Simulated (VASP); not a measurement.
Set up this calculation in VASP 6.6.1, as the native input.

| Property | Result |
| --- | --- |
| Task | single point |
| Functional | PBEsol |
| Potentials or basis | VASP PAW PBE potentials, release 64 (Pt, C) |
| Cutoff | 520 eV |
| k mesh | 10 × 7 × 1 |
| Occupations | gaussian, width 0.1 eV |
| Spin | collinear spin |
| Starting moments | [0.0, 0.0, 0.0, 0.0, 2.0] μB |
| Dipole correction | yes |
| Further INCAR settings | ALGO = Normal; EDIFF = 1e-06; NBANDS = 34; NELMDL = -8 |

The structure of Pt4C lies in POSCAR:

```
Pt4C
1.0
    2.7704032196      0.0000000000      0.0000000000
    0.0000000000      3.9179418064      0.0000000000
    0.0000000000      0.0000000000     21.0969749094
Pt C
4 1
Direct
    0.5000000000      0.5000000000      0.1896006426
    0.0000000000      0.0000000000      0.2552594214
    0.5000000000      0.5000000000      0.3256256435
    0.0000000000      0.0000000000      0.3837979115
    0.0000000000      0.1666666667      0.5340564208
```

The input as run:

INCAR

```
PREC = Accurate ; ENCUT = 520
EDIFF = 1E-6 ; ISMEAR = 0
SIGMA = 0.1 ; LREAL = F
LASPH = T ; NELM = 200
ALGO = Normal ; ISIF = 2
LWAVE = F ; LCHARG = F
ISPIN = 2 ; MAGMOM = 0 0 0 0 2
LORBIT = 11 ; LMAXMIX = 4
LDIPOL = T ; IDIPOL = 3
DIPOL = 0.5 0.5 0.338 ; GGA = PS
NBANDS = 34 ; GGA_COMPAT = F
NELMDL = -8
```

KPOINTS

```
Automatic mesh
0
Gamma
  10 7 1
```

Potentials or basis: VASP PAW PBE potentials, release 64 (Pt, C).

Command:

```sh
$ cat potpaw_PBE.64/Pt/POTCAR potpaw_PBE.64/C/POTCAR > POTCAR
$ mpirun -np 1 vasp_std > vasp.out
```

It gave:

```json
{
 "Largest force": "1.038 eV/Å",
 "Net moment": "1.22 μB per cell",
 "Site moments": "Pt -0.07, -0.12, -0.20 (each value once); C +0.80 μB",
 "Valence electrons inside the program's atomic spheres": "Pt 9.00, 9.16, 9.20, 9.07; C 1.95"
}
```

Caveat: the PAW data sets were made with another functional, which shifts forces and pressure a little.

Run time: 15 min on 1 thread of Intel(R) Xeon(R) Platinum 8259CL CPU @ 2.50GHz (Skylake/Cascade Lake) (shared host), peak memory 0.57 GiB.
